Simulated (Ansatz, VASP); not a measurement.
**LiCl in VASP and in Ansatz**

INCAR

```
PREC     = Accurate       # precision mode
ENCUT    = 520            # plane-wave cutoff, eV
EDIFF    = 1E-7           # SCF threshold, eV
ISMEAR   = -1             # smearing method
SIGMA    = 0.02           # smearing width, eV
LREAL    = False          # projectors in reciprocal space
LASPH    = True           # aspherical terms in the spheres
NELM     = 100            # most SCF steps
ALGO     = Normal         # electronic algorithm
ISIF     = 2              # what is computed and relaxed
LWAVE    = False          # write WAVECAR
LCHARG   = False          # write CHGCAR
GGA      = PE             # functional
NBANDS   = 12             # bands
```

File KPOINTS:

```
Automatic mesh
0
Gamma
  8 8 8
```

The input POSCAR:

```
LiCl
1.0
    0.0000000000      2.5560369945      2.5560369945
    2.5716288201      0.0000000000      2.5560369945
    2.5716288201      2.5560369945      0.0000000000
Li Cl
1 1
Direct
    0.0000000000      0.0000000000      0.0000000000
    0.5000000000      0.5000000000      0.5000000000
```

Input for Ansatz:

```yaml
crystal:
  lattice:
    - [0.0, 2.5560369945, 2.5560369945]
    - [2.5716288201, 0.0, 2.5560369945]
    - [2.5716288201, 2.5560369945, 0.0]
  atoms:
    - { symbol: Li, position: [0.0, 0.0, 0.0] }
    - { symbol: Cl, position: [0.5, 0.5, 0.5] }
kpoints:
  mp_grid: { grid: [8, 8, 8] }
  band_path:
    path:
      - [0.0, 0.0, 0.0]
      - [0.5, 0.0, 0.5]
      - [0.625, 0.25, 0.625]
      - [0.375, 0.375, 0.75]
      - [0.5, 0.5, 0.5]
      - [0.5, 0.25, 0.75]
    npoints: 1
hamiltonian:
  xc: pbe
scf:
  occupations: { method: fermi_dirac, width: 0.02 }
  n_extra_bands: 4
output:
  forces: true
  stress: true
  eigenvalues: true
```

Change from the starting cell: uniaxial_x strain +0.6%.

Alike in both runs: task single point; functional PBE; k mesh 8 × 8 × 8; occupations fermi-dirac, width 0.02 eV; no spin polarisation.

|  | VASP | Ansatz |
| --- | --- | --- |
| version | VASP 6.6.1 | Ansatz 0.2.0 |
| potentials or method | VASP PAW PBE potentials, release 64 (Li_sv, Cl) | plane waves, PAW |
| plane-wave cutoff (eV) | 520 | 420 |
| valence electrons in the cell | 10 | 10 |

```csv
,VASP,Ansatz,Ansatz less VASP
gap on the k mesh at the Fermi level (eV),6.35,6.34,-0.012
```

The functional is the same, so the differences come from potentials, cutoffs and numerics.

Noted on VASP's run: the cutoff is short for stress, so the pressure is rough.
